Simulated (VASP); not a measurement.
Here is a VASP 6.6.1 calculation.

Contents of INCAR:

```
PREC = Accurate
ENCUT = 520
EDIFF = 1E-6
ISMEAR = 0
SIGMA = 0.05
LREAL = F
LASPH = T
NELM = 60
ALGO = Normal
ISIF = 2
LWAVE = F
LCHARG = F
LDIPOL = T
IDIPOL = 3
DIPOL = 0.5 0.5 0.500
GGA = PE
NBANDS = 52
```

KPOINTS

```
regular mesh
0
Gamma
  9 9 1
```

The input POSCAR:

```
PbF2
1.0
    4.2427419478      0.0000000000      0.0000000000
   -2.1213709739      3.6743223085      0.0000000000
    0.0000000000      0.0000000000     23.6604607353
F Pb
6 3
Direct
    0.0000000000      0.0000000000      0.3169845289
    0.3333333333      0.6666666667      0.3901907173
    0.6666666667      0.3333333333      0.4633969058
    0.0000000000      0.0000000000      0.5366030942
    0.3333333333      0.6666666667      0.6098092827
    0.6666666667      0.3333333333      0.6830154711
    0.6666666667      0.3333333333      0.3535876231
    0.3333333333      0.6666666667      0.5000000000
    0.0000000000      0.0000000000      0.6464123769
```

Potentials or basis: VASP PAW PBE potentials, release 64 (F, Pb_d).

Launch:

```sh
$ cat potpaw_PBE.64/F/POTCAR potpaw_PBE.64/Pb_d/POTCAR > POTCAR
$ mpirun -np 1 vasp_std > vasp.out
```

Predict the largest force.

0.285 eV/Å.

What does it give for the band gap on the k mesh?

4.27 eV, indirect (least direct gap 4.36 eV).

Forces in eV/Å, atoms in the order of the input:
```
F    0.000  0.000  0.285
F    0.000  0.000  0.174
F    0.000  0.000 -0.172
F    0.000  0.000  0.172
F    0.000  0.000 -0.174
F    0.000  0.000 -0.285
Pb   0.000  0.000 -0.246
Pb   0.000  0.000  0.000
Pb   0.000  0.000  0.246
```

Caveat: spin-orbit coupling is left out, which moves the levels of the heavy elements.
